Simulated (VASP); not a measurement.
Here is a VASP 6.6.1 calculation.

File INCAR:

```
SYSTEM = Ga
AGGAC = 1.0
AGGAX = 1.0
ALDAC = 0.0
ALDAX = 1.0
ALGO = Normal
EDIFF = 1E-6
ENCUT = 520
GGA = B5
ISIF = 2
ISMEAR = -1
LASPH = .True.
LCHARG = .False.
LREAL = .False.
LWAVE = .False.
NBANDS = 12
NELM = 60
PREC = Accurate
SIGMA = 0.1
```

Contents of KPOINTS:

```
k-points
0
Gamma
  13 13 13
  0 0 0
```

The input POSCAR:

```
Ga
1.0
    2.8309161464      0.0000000000      0.0000000000
    0.0000000000      2.8309161464      0.0000000000
    0.0000000000      0.0000000000      2.8309161464
Ga
1
Direct
    0.0000000000      0.0000000000      0.0000000000
```

Potentials or basis: VASP PAW PBE potentials, release 64 (Ga_d).

The run is started by

```console
$ cat potpaw_PBE.64/Ga_d/POTCAR > POTCAR
$ mpirun -np 1 vasp_std > vasp.out
```

**Question.** Estimate the pressure.

**Answer.** 0.0 GPa.

Caveat: the PAW data sets were made with another functional, which shifts forces and pressure a little.
